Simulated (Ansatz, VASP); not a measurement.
# H10CO6: VASP beside Ansatz

```
CELL_PARAMETERS angstrom
6.19629 0.00000 0.00000
0.00000 6.19629 0.00000
0.00000 0.00000 6.19629
ATOMIC_POSITIONS crystal
O 0.36470 0.26215 0.18826
O 0.37227 0.00577 0.54962
O 0.10402 0.22502 0.84220
O 0.74921 0.93726 0.82792
O 0.79860 0.49043 0.32594
O 0.00791 0.73318 0.49859
H 0.26420 0.23712 0.06325
H 0.50568 0.28236 0.12199
H 0.37638 0.08829 0.41165
H 0.26178 0.89478 0.52298
H 0.19685 0.15332 0.73365
H 0.97239 0.13367 0.84785
H 0.83028 0.84530 0.72747
H 0.61834 0.97272 0.74456
H 0.68189 0.57258 0.39622
H 0.12469 0.49449 0.29937
C 0.98841 0.57793 0.37961
```

Alike in both runs: functional PBE; dispersion D3(BJ); k mesh 1 × 1 × 1; occupations fermi-dirac, width 0.02 eV; no spin polarisation.

Ansatz relaxed the structure, and its values are those at the end. VASP's run is a single point on that final structure, the one shown.

|  | VASP | Ansatz |
| --- | --- | --- |
| version | VASP 6.6.1 | Ansatz 0.2.0 |
| potentials or method | VASP PAW PBE potentials, release 64 (O, H, C), cutoff 520 eV | scalar-relativistic, plane waves, PAW |
| valence electrons in the cell | 50 | 50 |

|  | VASP | Ansatz | Ansatz less VASP |
| --- | --- | --- | --- |
| rms of the force components (eV/Å) | 0.146 | 0.093 | -0.0534 |

Noted on VASP's run: the standard files for N, O and F lose accuracy on very short bonds.
